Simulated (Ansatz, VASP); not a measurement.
## Two plane-wave programs on Ta3As4

```
CELL_PARAMETERS angstrom
-3.18776 3.18776 3.18776
3.18776 -3.18776 3.18776
3.18776 3.18776 -3.18776
ATOMIC_POSITIONS crystal
Ta 0.00000 0.50000 0.50000
Ta 0.50000 0.00000 0.50000
Ta 0.50000 0.50000 0.00000
As 0.50000 0.50000 0.50000
As 0.00000 0.00000 0.50000
As 0.00000 0.50000 0.00000
As 0.50000 0.00000 0.00000
```

Alike in both runs: functional PBE; k mesh 4 × 4 × 4; occupations gaussian, width 0.1 eV; no spin polarisation.

Ansatz relaxed the structure, and its values are those at the end. VASP's run is a single point on that final structure, the one shown.

|  | VASP | Ansatz |
| --- | --- | --- |
| version | VASP 6.6.1 | Ansatz 0.2.0 |
| potentials or method | VASP PAW PBE potentials, release 64 (Ta_pv, As), cutoff 520 eV | scalar-relativistic, plane waves, PAW |
| valence electrons in the cell | 53 | 99 |

Ansatz gave:

```
gap on the k mesh at the Fermi level (eV) : none
pressure (GPa)                            : -0.1
```

Which values does VASP return?

gap on the k mesh at the Fermi level (eV): none; pressure (GPa): 0.3.

A gap of «none» marks a metal or a gap that the smearing closes. VASP's potentials hold 53 valence electrons a cell and Ansatz's 99, so a difference there can come from the potentials and not from the codes.

Neither program's run includes spin-orbit coupling.
